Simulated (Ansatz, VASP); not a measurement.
BaCaS2: VASP beside Ansatz

```xyz
4
Lattice="2.1374 1.2340 7.0418 -2.1374 1.2340 7.0418 0.0000 -2.4680 7.0418" Properties=species:S:1:pos:R:3 pbc="T T T"
Ca    2.1374    1.2340    7.0418
Ba    0.0000    0.0000   10.5627
S     0.0000    0.0000    5.4734
S     0.0000    0.0000   15.6521
```

Alike in both runs: task single point; functional PBEsol; k mesh 6 × 6 × 6; no spin polarisation.

```csv
,VASP,Ansatz
version,VASP 6.6.1,Ansatz 0.2.0
potentials or method,"VASP PAW PBE potentials, release 64 (Ca_sv, Ba_sv, S)","plane waves, PAW"
plane-wave cutoff (eV),520,420
occupations,"gaussian, width 0.01 eV",fixed
valence electrons in the cell,32,32
```

|  | VASP | Ansatz | Ansatz less VASP |
| --- | --- | --- | --- |
| gap on the k mesh at the Fermi level (eV) | 1.92 | 2.00 | +0.071 |
| pressure (GPa) | -1.4 | -1.9 | -0.50 |
| traceless stress, the component that is largest in VASP (GPa) | -0.12 | -0.13 | -0.007 |
| rms of the force components (eV/Å) | 0.003 | 0.025 | +0.0222 |

VASP's potentials were made for PBE, not for PBEsol. Atom by atom the forces differ by 0.028 eV/Å (rms over components).

Spin-orbit coupling is off throughout.
